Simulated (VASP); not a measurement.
# Rh (Fd-3m) in VASP: further runs

Runs on Rh. Level: PBE. Tasks: single point.

All numbers are computed with VASP 6.6.1; they aren't measurements. Logs are shortened: lines on timing, memory, paths and dates and some standing lists are left out, and cuts for length are marked.

## (1) The cell of the first run

The structure is cubic, space group Fd-3m (No. 227). The conventional cell has a = 5.477 Å, b = 5.477 Å, c = 5.477 Å, α = 90.00°, β = 90.00°, γ = 90.00°. Within 3.1 Å of Rh (site symmetry -43m) lie 4 Rh at 2.37 Å.

## (2) Single point, PBE

Contents of INCAR:

```
SYSTEM = Rh
PREC     = Accurate       ! precision mode
ENCUT    = 520            ! plane-wave cutoff, eV
EDIFF    = 1E-6           ! SCF threshold, eV
ISMEAR   = -1             ! smearing method
SIGMA    = 0.06122561905347299 ! smearing width, eV
LREAL    = .FALSE.        ! projectors in reciprocal space
LASPH    = .TRUE.         ! aspherical terms in the spheres
NELM     = 60             ! most SCF steps
ALGO     = Normal         ! electronic algorithm
ISIF     = 2              ! what is computed and relaxed
LWAVE    = .FALSE.        ! write WAVECAR
LCHARG   = .FALSE.        ! write CHGCAR
GGA      = PE             ! functional
NBANDS   = 22             ! bands
```

Contents of KPOINTS:

```
Automatic mesh
0
G
  34 34 34
  0 0 0
```

Contents of POSCAR:

```
Rh
1.0
    0.0000000000      2.7386501867      2.7386501867
    2.7386501867      0.0000000000      2.7386501867
    2.7386501867      2.7386501867      0.0000000000
Rh
2
Direct
    0.0000000000      0.0000000000      0.0000000000
    0.2500000000      0.2500000000      0.2500000000
```

Potentials or basis: VASP PAW PBE potentials, release 64 (Rh_pv).

Started as:

```console
cat potpaw_PBE.64/Rh_pv/POTCAR > POTCAR
mpirun -np 1 vasp_std > vasp.out
```

OUTCAR:

```text
SYSTEM = Rh
   PREC = Accurate
   ENCUT = 520
   EDIFF = 1E-6
   ISMEAR = -1
   LREAL = .FALSE.
   LASPH = .TRUE.
   NELM = 60
   ISIF = 2
   GGA = PE

 ion  position               nearest neighbor table
   1  0.000  0.000  0.000-   2 2.37   2 2.37   2 2.37   2 2.37
   2  0.250  0.250  0.250-   1 2.37   1 2.37   1 2.37   1 2.37

  LATTYP: Found a face centered cubic cell.
 ALAT       =     5.4773003734

  Lattice vectors:

 A1 = (   0.0000000000,   2.7386501867,   2.7386501867)
 A2 = (   2.7386501867,   0.0000000000,   2.7386501867)
 A3 = (   2.7386501867,   2.7386501867,   0.0000000000)

Analysis of symmetry for initial positions (statically):
=====================================================================
 Subroutine PRICEL returns:
 Original cell was already a primitive cell.

 Routine SETGRP: Setting up the symmetry group for a
 face centered cubic supercell.

 Subroutine GETGRP returns: Found 48 space group operations
 (whereof 24 operations were pure point group operations)
 out of a pool of 48 trial point group operations.

The static configuration has the point symmetry T_d .
 The point group associated with its full space group is O_h .

Analysis of symmetry for dynamics (positions and initial velocities):
=====================================================================
 Subroutine PRICEL returns:
 Original cell was already a primitive cell.

 Routine SETGRP: Setting up the symmetry group for a
 face centered cubic supercell.

 Subroutine GETGRP returns: Found 48 space group operations
 (whereof 24 operations were pure point group operations)
 out of a pool of 48 trial point group operations.

The dynamic configuration has the point symmetry T_d .
 The point group associated with its full space group is O_h .

 Subroutine INISYM returns: Found 48 space group operations
 (whereof 24 operations are pure point group operations),
 and found     1 'primitive' translations

----------------------------------------------------------------------------------------

                                     Primitive cell

  volume of cell :      41.0809

  direct lattice vectors                    reciprocal lattice vectors
     0.000000000  2.738650187  2.738650187    -0.182571693  0.182571693  0.182571693
     2.738650187  0.000000000  2.738650187     0.182571693 -0.182571693  0.182571693
     2.738650187  2.738650187  0.000000000     0.182571693  0.182571693 -0.182571693

  length of vectors
     3.873036237  3.873036237  3.873036237     0.316223448  0.316223448  0.316223448

  position of ions in fractional coordinates (direct lattice)
     0.000000000  0.000000000  0.000000000
     0.250000000  0.250000000  0.250000000

  ion indices of the primitive-cell ions
   primitive index   ion index
                 1           1
                 2           2

----------------------------------------------------------------------------------------

 KPOINTS: Automatic mesh

Automatic generation of k-mesh.
 Grid dimensions read from file:
 generate k-points for:   34   34   34

 Generating k-lattice:

  Cartesian coordinates                     Fractional coordinates (reciprocal lattice)
    -0.005369756  0.005369756  0.005369756     0.029411765  0.000000000  0.000000000
     0.005369756 -0.005369756  0.005369756     0.000000000  0.029411765  0.000000000
     0.005369756  0.005369756 -0.005369756     0.000000000  0.000000000  0.029411765

  Length of vectors
     0.009300690  0.009300690  0.009300690

  Shift w.r.t. Gamma in fractional coordinates (k-lattice)
     0.000000000  0.000000000  0.000000000

 Subroutine IBZKPT returns following result:
 ===========================================

 Found   1059 irreducible k-points:

 Following reciprocal coordinates:
            Coordinates               Weight
  0.000000  0.000000  0.000000      1.000000
  0.029412  0.000000  0.000000      8.000000
  0.058824  0.000000  0.000000      8.000000
  0.088235  0.000000  0.000000      8.000000
  0.117647  0.000000  0.000000      8.000000
  0.147059  0.000000  0.000000      8.000000
[... 16 lines left out ...]
  0.147059  0.029412  0.000000     24.000000
  0.176471  0.029412  0.000000     24.000000
 [... further k-points ...]
   k-points           NKPTS =   1059   k-points in BZ     NKDIM =   1059   number of bands    NBANDS=     22
   number of dos      NEDOS =    301   number of ions     NIONS =      2
   total plane-waves  NPLWV =  27000
   dimension x,y,z NGX =    30 NGY =   30 NGZ =   30
   dimension x,y,z NGXF=    60 NGYF=   60 NGZF=   60
   ions per type =               2
   NGX,Y,Z   is equivalent  to a cutoff of  12.88, 12.88, 12.88 a.u.
   NGXF,Y,Z  is equivalent  to a cutoff of  25.75, 25.75, 25.75 a.u.
 SYSTEM =  Rh
   PREC   = accura    normal or accurate (medium, high low for compatibility)
   ISTART =      0    job   : 0-new  1-cont  2-samecut
   ICHARG =      2    charge: 1-file 2-atom 10-const
   ISPIN  =      1    spin polarized calculation?
   LNONCOLLINEAR =      F non collinear calculations
   LSORBIT =      F    spin-orbit coupling
   LASPH  =      T    aspherical Exc in radial PAW
   ENCUT  =  520.0 eV  38.22 Ry    6.18 a.u.   7.20  7.20  7.20*2*pi/ulx,y,z
   NELM   =     60;   NELMIN=  2; NELMDL= -5     # of ELM steps
   EDIFF  = 0.1E-05   stopping-criterion for ELM
   LREAL  =      F    real-space projection
   EDIFFG = 0.1E-04   stopping-criterion for IOM
   NSW    =      0    number of steps for IOM
   IBRION =     -1    ionic relax: 0-MD 1-quasi-New 2-CG
   NFREE  =      0    steps in history (QN), initial steepest desc. (CG)
   ISIF   =      2    stress and relaxation
   ISYM   =      2    0-nonsym 1-usesym 2-fastsym
   POTIM  = 0.5000    time-step for ionic-motion
   TEBEG  =    0.0;   TEEND  =   0.0 temperature during run
   PSTRESS=    0.0 pullay stress
   NELECT =      30.0000    total number of electrons
   NUPDOWN=      -1.0000    fix difference up-down
   EMIN   =  10.00;   EMAX   =-10.00  energy-range for DOS
   EFERMI =   0.00;   METHOD = LEGACY
   ISMEAR =    -1;   SIGMA  =   0.06  broadening in eV -4-tet -1-fermi 0-gaus
   EFERMI_NEDOS =   21; number of points for ismear=-14 and -15
   IALGO  =     38    algorithm
   IMIX   =      4    mixing-type and parameters
     AMIX     =   0.40;   BMIX     =  1.00
     AMIX_MAG =   1.60;   BMIX_MAG =  1.00
  volume/ion in A,a.u.               =      20.54       138.61
  Fermi-wavevector in a.u.,A,eV,Ry     =   1.474242  2.785913 29.570747  2.173389
  Thomas-Fermi vector in A             =   2.589037
   LORBIT       =      0    0 simple, 1 ext, 2 COOP (PROOUT), +10 PAW based schemes
   GGA     = PE    functional components
   LHFCALC =     F    Hartree Fock is set to
   AEXX    =    0.0000 exact exchange contribution
   IVDW    =     0    specifies the selected vdW correction
   LEPSILON=     F    determine dielectric tensor
   LRPA    =     F    only Hartree local field effects (RPA)
 non-spin polarized calculation
  energy-cutoff  :      520.00
  volume of cell :       41.08
 maximum number of plane-waves:      1123
 NGX is ok and might be reduce to    30
   NGX = 15   NGY = 15   NGZ = 15

 number of electron      30.0000007 magnetization

 Free energy of the ion-electron system (eV)
  ---------------------------------------------------
  ext. energy  EPLUGINS =         0.00000000
  ---------------------------------------------------
  free energy    TOTEN  =       -12.31165835 eV

  energy without entropy =      -12.27126341  energy(sigma->0) =      -12.29146088

 E-fermi :   6.5978     XC(G=0): -11.2226

 val. band max:        6.5976341745   @ k =   0.5000   0.2059   0.0588
 cond. band min:       6.5978916572   @ k =  -0.3824   0.0588   0.0000
 fundamental gap:      0.0002574826
 Fermi energy:         6.5977812439

 k-point     1 :       0.0000    0.0000    0.0000
  band No.  band energies     occupation
      1     -40.5772      2.00000
      2     -40.5772      2.00000
      3     -40.5772      2.00000
      4     -39.9332      2.00000
      5     -39.9332      2.00000
      6     -39.9332      2.00000
[... 14 lines left out ...]
     21      19.4032      0.00000
     22      19.5928      0.00000

 k-point     2 :       0.0294    0.0000    0.0000
  band No.  band energies     occupation
      1     -40.5778      2.00000
      2     -40.5778      2.00000
      3     -40.5770      2.00000
      4     -39.9335      2.00000
      5     -39.9326      2.00000
      6     -39.9326      2.00000
[... 14 lines left out ...]
     21      19.3393      0.00000
     22      19.6640      0.00000

 k-point     3 :       0.0588    0.0000    0.0000
  band No.  band energies     occupation
      1     -40.5797      2.00000
      2     -40.5797      2.00000
      3     -40.5765      2.00000
      4     -39.9342      2.00000
      5     -39.9307      2.00000
      6     -39.9307      2.00000
[... 14 lines left out ...]
     21      19.1030      0.00000
     22      19.8670      0.00000

 k-point     4 :       0.0882    0.0000    0.0000
  band No.  band energies     occupation
      1     -40.5827      2.00000
      2     -40.5827      2.00000
      3     -40.5756      2.00000
      4     -39.9354      2.00000
      5     -39.9276      2.00000
      6     -39.9276      2.00000
[... 14 lines left out ...]
     21      18.8454      0.00000
     22      20.0688      0.00000

 k-point     5 :       0.1176    0.0000    0.0000
  band No.  band energies     occupation
      1     -40.5867      2.00000
      2     -40.5867      2.00000
      3     -40.5745      2.00000
      4     -39.9370      2.00000
      5     -39.9234      2.00000
      6     -39.9234      2.00000
[... 417 lines left out ...]
 k-point    22 :       0.1176    0.0294    0.0000
  band No.  band energies     occupation
      1     -40.5878      2.00000
      2     -40.5862      2.00000
      3     -40.5722      2.00000
      4     -39.9391      2.00000
      5     -39.9240      2.00000
      6     -39.9224      2.00000
[... 14 lines left out ...]
     21      19.2282      0.00000
     22      19.8832      0.00000

 k-point    23 :       0.1471    0.0294    0.0000
  band No.  band energies     occupation
      1     -40.5927      2.00000
      2     -40.5906      2.00000
      3     -40.5707      2.00000
      4     -39.9411      2.00000
      5     -39.9196      2.00000
      6     -39.9173      2.00000
[... 14 lines left out ...]
     21      18.9116      0.00000
     22      20.0821      0.00000

 k-point    24 :       0.1765    0.0294    0.0000
  band No.  band energies     occupation
      1     -40.5983      2.00000
      2     -40.5957      2.00000
      3     -40.5690      2.00000
      4     -39.9433      2.00000
      5     -39.9143      2.00000
      6     -39.9115      2.00000
[... 14 lines left out ...]
     21      18.5893      0.00000
     22      20.2319      0.00000

 [... further k-points ...]
[... 5 lines left out ...]
  --------------------------------------------------------------------------------------
  -------------------------------------------------------------------------------------
  Total        0.7123558      0.7123558      0.7123558      0.0000000      0.0000000     -0.0000000
  in kB       27.7822796     27.7822796     27.7822796      0.0000000      0.0000000     -0.0000000
  external PRESSURE =      27.7822796 kB  Pullay stress =       0.0000000 kB

 VOLUME and BASIS-vectors are now :
 -----------------------------------------------------------------------------
  energy-cutoff  :      520.00
  volume of cell :       41.08
      direct lattice vectors                 reciprocal lattice vectors
     0.000000000  2.738650187  2.738650187    -0.182571693  0.182571693  0.182571693
     2.738650187  0.000000000  2.738650187     0.182571693 -0.182571693  0.182571693
     2.738650187  2.738650187  0.000000000     0.182571693  0.182571693 -0.182571693

 POSITION                                       TOTAL-FORCE (eV/Angst)
 -----------------------------------------------------------------------------------
      0.00000      0.00000      0.00000         0.000000      0.000000     -0.000000
      1.36933      1.36933      1.36933        -0.000000     -0.000000      0.000000
 -----------------------------------------------------------------------------------
    total drift:                                0.000000     -0.000000      0.000000

  FREE ENERGIE OF THE ION-ELECTRON SYSTEM (eV)
  ---------------------------------------------------
  free  energy   TOTEN  =       -12.3116583530 eV

  energy  without entropy=      -12.2712634087  energy(sigma->0) =      -12.29146088
```

It took 12 min on 1 thread of Intel Xeon 6975P-C, shared host; peak memory 0.77 GiB.

Results:

```yaml
Free_energy: -12.3117 eV
Pressure: 2.8 GPa
Band_gap_on_the_k_mesh: zero (band 15 reaches 7.26 eV, above the bottom of band 16 at 5.98 eV)
```

Levels at points of the mesh, in eV from the Fermi level:
```tsv
k point	band 12	band 13	band 14	band 15	band 16	band 17	band 18	band 19
(0.00, 0.00, 0.00)	-3.97	-1.46	-1.46	-1.46	0.38	0.38	12.58	12.81
(0.50, 0.00, 0.00)	-3.73	-0.94	-0.94	-0.72	0.05	0.05	1.87	9.54
(0.50, 0.50, 0.00)	-2.21	-2.16	-2.16	0.30	0.30	2.33	2.33	4.80
```

(Continued in part 2 of 2.)
